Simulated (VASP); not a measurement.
# Mg2ZnO3 (P-3m1) in VASP: notebook

The runs below take Mg2ZnO3 through single point, with PBEsol+U.

Program: VASP 6.6.1. These are calculated values, not measurements. Logs are shortened: lines on timing, memory, paths and dates and some standing lists are left out, and cuts for length are marked.

## (1) The cell of the first run

It takes space group P-3m1 (No. 164, trigonal). Conventional cell: a = 3.033 Å, b = 3.033 Å, c = 7.403 Å, α = 90.00°, β = 90.00°, γ = 120.00°. Mg (site symmetry 3m) has 6 O at 2.12 to 2.14 Å within 2.8 Å. Zn (site symmetry -3m) has 6 O at 2.17 Å within 2.9 Å. Within 2.8 Å of O (site symmetry 3m) lie 3 Mg at 2.12 Å and 3 Zn at 2.17 Å. Within 2.8 Å of O (site symmetry -3m) lie 6 Mg at 2.14 Å.

## (2) Single point, PBEsol+U

The input, INCAR:

```
SYSTEM = Mg2ZnO3
ALGO = Normal
EDIFF = 1E-7
ENCUT = 520
GGA = PS
ISIF = 2
ISMEAR = 0
LASPH = .True.
LCHARG = .False.
LDAU = .True.
LDAUJ = 0 0 0
LDAUL = -1 2 -1
LDAUPRINT = 1
LDAUTYPE = 2
LDAUU = 0 1 0
LREAL = .False.
LWAVE = .False.
NBANDS = 26
NELM = 150
PREC = Accurate
SIGMA = 0.01
```

The input, KPOINTS:

```
k-points
0
Gamma
  12 12 4
  0 0 0
```

The input, POSCAR:

```
Mg2ZnO3
1.0
    3.0329990000      0.0000000000      0.0000000000
   -1.5164990000      2.6266540000      0.0000000000
    0.0000000000      0.0000000000      7.4033160000
Mg Zn O
2 1 3
Direct
    0.3333333333      0.6666666667      0.6658000000
    0.6666666667      0.3333333333      0.3342000000
    0.0000000000      0.0000000000      0.0000000000
    0.3333333333      0.6666666667      0.1726190000
    0.6666666667      0.3333333333      0.8273810000
    0.0000000000      0.0000000000      0.5000000000
```

Potentials or basis: VASP PAW PBE potentials, release 64 (Mg, Zn, O).

Run with:

```bash
cat potpaw_PBE.64/Mg/POTCAR potpaw_PBE.64/Zn/POTCAR potpaw_PBE.64/O/POTCAR > POTCAR
mpirun -np 1 vasp_std > vasp.out
```

OUTCAR:

```text
SYSTEM = Mg2ZnO3
   EDIFF = 1E-7
   ENCUT = 520
   GGA = PS
   ISIF = 2
   ISMEAR = 0
   LASPH = .True.
   LREAL = .False.
   NELM = 150
   PREC = Accurate

 ion  position               nearest neighbor table
   1  0.333  0.667  0.666-   5 2.12   5 2.12   5 2.12   6 2.14   6 2.14   6 2.14   2 3.02   2 3.02
                             2 3.02   3 3.03   3 3.03   3 3.03
   2  0.667  0.333  0.334-   4 2.12   4 2.12   4 2.12   6 2.14   6 2.14   6 2.14   1 3.02   1 3.02
                             1 3.02   3 3.03   3 3.03   3 3.03
   3  0.000  0.000  0.000-   4 2.17   5 2.17   4 2.17   5 2.17   5 2.17   4 2.17   1 3.03   2 3.03
                             1 3.03   2 3.03   1 3.03   2 3.03
   4  0.333  0.667  0.173-   2 2.12   2 2.12   2 2.12   3 2.17   3 2.17   3 2.17
   5  0.667  0.333  0.827-   1 2.12   1 2.12   1 2.12   3 2.17   3 2.17   3 2.17
   6  0.000  0.000  0.500-   1 2.14   2 2.14   1 2.14   2 2.14   2 2.14   1 2.14

  LATTYP: Found a hexagonal cell.
 ALAT       =     3.0329990000
 C/A-ratio  =     2.4409226643

  Lattice vectors:

 A1 = (   3.0329990000,   0.0000000000,   0.0000000000)
 A2 = (  -1.5164990000,   2.6266540000,   0.0000000000)
 A3 = (   0.0000000000,   0.0000000000,   7.4033160000)

Analysis of symmetry for initial positions (statically):
=====================================================================
 Subroutine PRICEL returns:
 Original cell was already a primitive cell.

 Routine SETGRP: Setting up the symmetry group for a
 hexagonal supercell.

 Subroutine GETGRP returns: Found 12 space group operations
 (whereof 12 operations were pure point group operations)
 out of a pool of 24 trial point group operations.

The static configuration has the point symmetry D_3d.

Analysis of symmetry for dynamics (positions and initial velocities):
=====================================================================
 Subroutine PRICEL returns:
 Original cell was already a primitive cell.

 Routine SETGRP: Setting up the symmetry group for a
 hexagonal supercell.

 Subroutine GETGRP returns: Found 12 space group operations
 (whereof 12 operations were pure point group operations)
 out of a pool of 24 trial point group operations.

The dynamic configuration has the point symmetry D_3d.

 Subroutine INISYM returns: Found 12 space group operations
 (whereof 12 operations are pure point group operations),
 and found     1 'primitive' translations

----------------------------------------------------------------------------------------

                                     Primitive cell

  volume of cell :      58.9795

  direct lattice vectors                    reciprocal lattice vectors
     3.032999000  0.000000000  0.000000000     0.329706670  0.190356185  0.000000000
    -1.516499000  2.626654000  0.000000000     0.000000000  0.380712496  0.000000000
     0.000000000  0.000000000  7.403316000     0.000000000  0.000000000  0.135074607

  length of vectors
     3.032999000  3.032998591  7.403316000     0.380712444  0.380712496  0.135074607

  position of ions in fractional coordinates (direct lattice)
     0.333333333  0.666666667  0.665800000
     0.666666667  0.333333333  0.334200000
     0.000000000  0.000000000  0.000000000
     0.333333333  0.666666667  0.172619000
     0.666666667  0.333333333  0.827381000
     0.000000000  0.000000000  0.500000000

  ion indices of the primitive-cell ions
   primitive index   ion index
                 1           1
                 2           2
                 3           3
                 4           4
                 5           5
                 6           6

----------------------------------------------------------------------------------------

 KPOINTS: k-points

[... 61 lines left out ...]
   ISPIN  =      1    spin polarized calculation?
   LNONCOLLINEAR =      F non collinear calculations
   LSORBIT =      F    spin-orbit coupling
   LASPH  =      T    aspherical Exc in radial PAW
   ENCUT  =  520.0 eV  38.22 Ry    6.18 a.u.   5.64  5.64 13.77*2*pi/ulx,y,z
   NELM   =    150;   NELMIN=  2; NELMDL= -5     # of ELM steps
   EDIFF  = 0.1E-06   stopping-criterion for ELM
   LREAL  =      F    real-space projection
   EDIFFG = 0.1E-05   stopping-criterion for IOM
   NSW    =      0    number of steps for IOM
   IBRION =     -1    ionic relax: 0-MD 1-quasi-New 2-CG
   NFREE  =      0    steps in history (QN), initial steepest desc. (CG)
   ISIF   =      2    stress and relaxation
   ISYM   =      2    0-nonsym 1-usesym 2-fastsym
   POTIM  = 0.5000    time-step for ionic-motion
   TEBEG  =    0.0;   TEEND  =   0.0 temperature during run
   PSTRESS=    0.0 pullay stress
   NELECT =      34.0000    total number of electrons
   NUPDOWN=      -1.0000    fix difference up-down
   EMIN   =  10.00;   EMAX   =-10.00  energy-range for DOS
   EFERMI =   0.00;   METHOD = LEGACY
   ISMEAR =     0;   SIGMA  =   0.01  broadening in eV -4-tet -1-fermi 0-gaus
   EFERMI_NEDOS =   21; number of points for ismear=-14 and -15
   IALGO  =     38    algorithm
   IMIX   =      4    mixing-type and parameters
     AMIX     =   0.40;   BMIX     =  1.00
     AMIX_MAG =   1.60;   BMIX_MAG =  1.00
  volume/ion in A,a.u.               =       9.83        66.34
  Fermi-wavevector in a.u.,A,eV,Ry     =   1.362492  2.574737 25.257648  1.856385
  Thomas-Fermi vector in A             =   2.488977
   LORBIT       =      0    0 simple, 1 ext, 2 COOP (PROOUT), +10 PAW based schemes
 LDA+U is selected, type is set to LDAUTYPE =  2
   angular momentum for each species LDAUL =    -1    2   -1
   U (eV)           for each species LDAUU =   0.0  1.0  0.0
   J (eV)           for each species LDAUJ =   0.0  0.0  0.0
   GGA     = PS    functional components
   LHFCALC =     F    Hartree Fock is set to
   AEXX    =    0.0000 exact exchange contribution
   IVDW    =     0    specifies the selected vdW correction
   LEPSILON=     F    determine dielectric tensor
   LRPA    =     F    only Hartree local field effects (RPA)
 non-spin polarized calculation
 Gauss-broadening in eV      SIGMA  =   0.01
  energy-cutoff  :      520.00
  volume of cell :       58.98
 maximum number of plane-waves:      1612
 NGX is ok and might be reduce to    24
   NGX = 11   NGY = 11   NGZ = 27

atom =   3  type =  2  l = 2

 onsite density matrix

spin component  1

  0.9917  0.0000 -0.0000 -0.0139  0.0000
  0.0000  1.0026  0.0000  0.0000 -0.0139
 -0.0000  0.0000  0.9824  0.0000 -0.0000
 -0.0139  0.0000  0.0000  1.0026 -0.0000
  0.0000 -0.0139 -0.0000 -0.0000  0.9917

spin component  2

  0.9917  0.0000 -0.0000 -0.0139  0.0000
  0.0000  1.0026  0.0000  0.0000 -0.0139
 -0.0000  0.0000  0.9824  0.0000 -0.0000
 -0.0139  0.0000  0.0000  1.0026 -0.0000
  0.0000 -0.0139 -0.0000 -0.0000  0.9917

 occupancies and eigenvectors

  o =  0.9822  v =  0.4734 -0.4613  0.0003  0.3223 -0.6777  0.0000  0.0000  0.0000  0.0000  0.0000      0.0000  0.0000  0.0000  0.0000  0.0000  0.0000  0.0000  0.0000  0.0000  0.0000
  o =  0.9822  v =  0.0000  0.0000  0.0000  0.0000  0.0000  0.4734 -0.4613  0.0003  0.3223 -0.6777      0.0000  0.0000  0.0000  0.0000  0.0000  0.0000  0.0000  0.0000  0.0000  0.0000
  o =  0.9822  v =  0.6777  0.3223  0.0010  0.4613  0.4734  0.0000  0.0000  0.0000  0.0000  0.0000      0.0000  0.0000  0.0000  0.0000  0.0000  0.0000  0.0000  0.0000  0.0000  0.0000
  o =  0.9822  v =  0.0000  0.0000  0.0000  0.0000  0.0000  0.6777  0.3223  0.0010  0.4613  0.4734      0.0000  0.0000  0.0000  0.0000  0.0000  0.0000  0.0000  0.0000  0.0000  0.0000
  o =  0.9824  v =  0.0000  0.0000  0.0000  0.0000  0.0000  0.0008  0.0002 -1.0000  0.0005  0.0003      0.0000  0.0000  0.0000  0.0000  0.0000  0.0000  0.0000  0.0000  0.0000  0.0000
  o =  0.9824  v =  0.0008  0.0002 -1.0000  0.0005  0.0003  0.0000  0.0000  0.0000  0.0000  0.0000      0.0000  0.0000  0.0000  0.0000  0.0000  0.0000  0.0000  0.0000  0.0000  0.0000
  o =  1.0121  v =  0.0000  0.0000  0.0000  0.0000  0.0000  0.3221  0.6778 -0.0000 -0.4731 -0.4614      0.0000  0.0000  0.0000  0.0000  0.0000  0.0000  0.0000  0.0000  0.0000  0.0000
  o =  1.0121  v =  0.3221  0.6778 -0.0000 -0.4731 -0.4614  0.0000  0.0000  0.0000  0.0000  0.0000      0.0000  0.0000  0.0000  0.0000  0.0000  0.0000  0.0000  0.0000  0.0000  0.0000
  o =  1.0121  v =  0.0000  0.0000  0.0000  0.0000  0.0000 -0.4614  0.4732  0.0000  0.6779 -0.3221      0.0000  0.0000  0.0000  0.0000  0.0000  0.0000  0.0000  0.0000  0.0000  0.0000
  o =  1.0121  v = -0.4614  0.4732  0.0000  0.6779 -0.3221  0.0000  0.0000  0.0000  0.0000  0.0000      0.0000  0.0000  0.0000  0.0000  0.0000  0.0000  0.0000  0.0000  0.0000  0.0000

 number of electron      34.0000021 magnetization

 Free energy of the ion-electron system (eV)
  ---------------------------------------------------
  ext. energy  EPLUGINS =         0.00000000
  ---------------------------------------------------
  free energy    TOTEN  =       -34.45391088 eV

  energy without entropy =      -34.45391088  energy(sigma->0) =      -34.45391088

 E-fermi :   2.6445     XC(G=0): -11.5531

 val. band max:        2.6029563754   @ k =   0.0000   0.0000   0.5000
 cond. band min:       5.4547738897   @ k =   0.0000   0.0000   0.0000
 fundamental gap:      2.8518175143
 Fermi energy:         2.6444882185

 k-point     1 :       0.0000    0.0000    0.0000
  band No.  band energies     occupation
      1     -14.8501      2.00000
      2     -14.0259      2.00000
      3     -13.8052      2.00000
      4      -3.0492      2.00000
      5      -2.4129      2.00000
      6      -2.4129      2.00000
[... 685 lines left out ...]
     25      16.8141      0.00000
     26      17.2038      0.00000

 [... further k-points ...]

------------------------ aborting loop because EDIFF is reached ----------------------------------------

  FORCE on cell =-STRESS in cart. coord.  units (eV):
  Direction    XX          YY          ZZ          XY          YZ          ZX
  --------------------------------------------------------------------------------------
  -------------------------------------------------------------------------------------
  Total       -2.3462483     -2.3462480     -2.3839791     -0.0000004      0.0000000      0.0000000
  in kB      -63.7357539    -63.7357450    -64.7607091     -0.0000121      0.0000000      0.0000000
  external PRESSURE =     -64.0774027 kB  Pullay stress =       0.0000000 kB

 VOLUME and BASIS-vectors are now :
 -----------------------------------------------------------------------------
  energy-cutoff  :      520.00
  volume of cell :       58.98
      direct lattice vectors                 reciprocal lattice vectors
     3.032999000  0.000000000  0.000000000     0.329706670  0.190356185  0.000000000
    -1.516499000  2.626654000  0.000000000     0.000000000  0.380712496  0.000000000
     0.000000000  0.000000000  7.403316000     0.000000000  0.000000000  0.135074607

 POSITION                                       TOTAL-FORCE (eV/Angst)
 -----------------------------------------------------------------------------------
      0.00000      1.75110      4.92913         0.000000     -0.000000      0.018039
      1.51650      0.87555      2.47419         0.000000     -0.000000     -0.018039
      0.00000      0.00000      0.00000         0.000000      0.000000      0.000000
      0.00000      1.75110      1.27795        -0.000000      0.000000     -0.174866
      1.51650      0.87555      6.12536        -0.000000      0.000000      0.174866
      0.00000      0.00000      3.70166         0.000000      0.000000      0.000000
 -----------------------------------------------------------------------------------
    total drift:                               -0.000000      0.000000      0.000000

  FREE ENERGIE OF THE ION-ELECTRON SYSTEM (eV)
  ---------------------------------------------------
  free  energy   TOTEN  =       -34.4539108830 eV

  energy  without entropy=      -34.4539108830  energy(sigma->0) =      -34.45391088
```

It took 72 s on 1 thread of Intel Xeon Platinum 8124M at 3.00GHz (Skylake/Cascade Lake), shared host; peak memory 0.25 GiB.

Results:

* Free energy: -34.4539 eV
* Pressure: -6.4 GPa
* Largest force: 0.175 eV/Å
* Band gap on the k mesh: 2.85 eV (least direct gap 2.95 eV)

Forces in eV/Å, atoms in the order of the input:
```
Mg   0.000  0.000  0.018
Mg   0.000  0.000 -0.018
Zn   0.000  0.000  0.000
O    0.000  0.000 -0.175
O    0.000  0.000  0.175
O    0.000  0.000  0.000
```

Stress tensor (GPa, compression positive):
```
-6.37  0.00  0.00
 0.00 -6.37  0.00
 0.00  0.00 -6.48
```

Eigenvalues of the final occupation matrices:
```csv
site,spin,trace,eigenvalues
site 3 d,1,4.97,0.98 0.98 0.98 1.01 1.01
site 3 d,2,4.97,0.98 0.98 0.98 1.01 1.01
```

Caveat: the cell stands under tension; the PAW data sets were made with another functional, which shifts forces and pressure a little.

## (3) Single point, PBEsol+U

The input, INCAR:

```
SYSTEM = Mg2ZnO3
PREC = Accurate ; ENCUT = 520
EDIFF = 1E-7 ; ISMEAR = 0
SIGMA = 0.01 ; LREAL = .FALSE.
LASPH = .TRUE. ; NELM = 150
ALGO = Normal ; ISIF = 2
LWAVE = .FALSE. ; LCHARG = .FALSE.
LDAU = .TRUE. ; LDAUTYPE = 2
LDAUL = -1 2 -1 ; LDAUU = 0 3 0
LDAUJ = 0 0 0 ; LDAUPRINT = 1
GGA = PS ; NBANDS = 26
```

The input, KPOINTS:

```
Automatic mesh
0
G
  12 12 4
  0 0 0
```

POSCAR is that of step 2.

Potentials or basis: VASP PAW PBE potentials, release 64 (Mg, Zn, O).

Run with:

```bash
cat potpaw_PBE.64/Mg/POTCAR potpaw_PBE.64/Zn/POTCAR potpaw_PBE.64/O/POTCAR > POTCAR
mpirun -np 1 vasp_std > vasp.out
```

OUTCAR:

```text
SYSTEM = Mg2ZnO3
   PREC = Accurate
   ENCUT = 520
   EDIFF = 1E-7
   ISMEAR = 0
   LREAL = .FALSE.
   LASPH = .TRUE.
   NELM = 150
   ISIF = 2
   GGA = PS

 ion  position               nearest neighbor table
   1  0.333  0.667  0.666-   5 2.12   5 2.12   5 2.12   6 2.14   6 2.14   6 2.14   2 3.02   2 3.02
                             2 3.02   3 3.03   3 3.03   3 3.03
   2  0.667  0.333  0.334-   4 2.12   4 2.12   4 2.12   6 2.14   6 2.14   6 2.14   1 3.02   1 3.02
                             1 3.02   3 3.03   3 3.03   3 3.03
   3  0.000  0.000  0.000-   4 2.17   5 2.17   4 2.17   5 2.17   5 2.17   4 2.17   1 3.03   2 3.03
                             1 3.03   2 3.03   1 3.03   2 3.03
   4  0.333  0.667  0.173-   2 2.12   2 2.12   2 2.12   3 2.17   3 2.17   3 2.17
   5  0.667  0.333  0.827-   1 2.12   1 2.12   1 2.12   3 2.17   3 2.17   3 2.17
   6  0.000  0.000  0.500-   1 2.14   2 2.14   1 2.14   2 2.14   2 2.14   1 2.14

  LATTYP: Found a hexagonal cell.
 ALAT       =     3.0329990000
 C/A-ratio  =     2.4409226643

  Lattice vectors:

 A1 = (   3.0329990000,   0.0000000000,   0.0000000000)
 A2 = (  -1.5164990000,   2.6266540000,   0.0000000000)
 A3 = (   0.0000000000,   0.0000000000,   7.4033160000)

Analysis of symmetry for initial positions (statically):
[... 229 lines left out ...]
      2     -14.0336      2.00000
      3     -13.8225      2.00000
      4      -3.5499      2.00000
      5      -3.2206      2.00000
      6      -3.2206      2.00000
[... 685 lines left out ...]
     25      16.7795      0.00000
     26      17.2303      0.00000

 [... further k-points ...]

------------------------ aborting loop because EDIFF is reached ----------------------------------------

  FORCE on cell =-STRESS in cart. coord.  units (eV):
  Direction    XX          YY          ZZ          XY          YZ          ZX
  --------------------------------------------------------------------------------------
  -------------------------------------------------------------------------------------
  Total       -2.8113063     -2.8113059     -2.8487785     -0.0000005      0.0000000     -0.0000000
  in kB      -76.3690401    -76.3690295    -77.3869694     -0.0000145      0.0000000     -0.0000000
  external PRESSURE =     -76.7083464 kB  Pullay stress =       0.0000000 kB

 VOLUME and BASIS-vectors are now :
 -----------------------------------------------------------------------------
  energy-cutoff  :      520.00
  volume of cell :       58.98
      direct lattice vectors                 reciprocal lattice vectors
     3.032999000  0.000000000  0.000000000     0.329706670  0.190356185  0.000000000
    -1.516499000  2.626654000  0.000000000     0.000000000  0.380712496  0.000000000
     0.000000000  0.000000000  7.403316000     0.000000000  0.000000000  0.135074607

 POSITION                                       TOTAL-FORCE (eV/Angst)
 -----------------------------------------------------------------------------------
      0.00000      1.75110      4.92913         0.000000      0.000000      0.029530
      1.51650      0.87555      2.47419         0.000000     -0.000000     -0.029530
      0.00000      0.00000      0.00000         0.000000      0.000000      0.000000
      0.00000      1.75110      1.27795        -0.000000      0.000000     -0.330584
      1.51650      0.87555      6.12536         0.000000      0.000000      0.330584
      0.00000      0.00000      3.70166         0.000000      0.000000      0.000000
 -----------------------------------------------------------------------------------
    total drift:                               -0.000000      0.000000      0.000000

  FREE ENERGIE OF THE ION-ELECTRON SYSTEM (eV)
  ---------------------------------------------------
  free  energy   TOTEN  =       -34.4157877654 eV

  energy  without entropy=      -34.4157877654  energy(sigma->0) =      -34.41578777
```

stdout:

```text
POSCAR found type information on POSCAR MgZnO
 POSCAR found :  3 types and       6 ions
 scaLAPACK will be used
 -----------------------------------------------------------------------------
|                                                                             |
|                                                                             |
|     You enforced a specific xc type in the INCAR file but a different       |
|     I HOPE YOU KNOW WHAT YOU ARE DOING!                                     |
|                                                                             |
 -----------------------------------------------------------------------------

 LDA part: xc-table for (Slater+PW92), standard interpolation
 POSCAR, INCAR and KPOINTS ok, starting setup
 FFT: planning ... GRIDC
 FFT: planning ... GRID_SOFT
 FFT: planning ... GRID
 WAVECAR not read
 entering main loop
```

Wall time 82 s (1 thread of Intel Xeon Platinum 8124M at 3.00GHz (Skylake/Cascade Lake), shared host); peak memory 0.25 GiB.

Results:

```yaml
Free_energy: -34.4158 eV
Pressure: -7.7 GPa
Largest_force: 0.331 eV/Å
Band_gap_on_the_k_mesh: 2.97 eV (least direct gap 3.08 eV)
```

Forces in eV/Å, atoms in the order of the input:
```
Mg   0.000  0.000  0.030
Mg   0.000  0.000 -0.030
Zn   0.000  0.000  0.000
O    0.000  0.000 -0.331
O    0.000  0.000  0.331
O    0.000  0.000  0.000
```

Eigenvalues of the final occupation matrices:
| site | spin | trace | eigenvalues |
| --- | --- | --- | --- |
| site 3 d | 1 | 4.99 | 0.99 0.99 0.99 1.02 1.02 |
| site 3 d | 2 | 4.99 | 0.99 0.99 0.99 1.02 1.02 |

Caveat: the cell stands under tension; the PAW data sets were made with another functional, which shifts forces and pressure a little. A k mesh can miss the band edges.

(Part 1 of 2 ends here.)
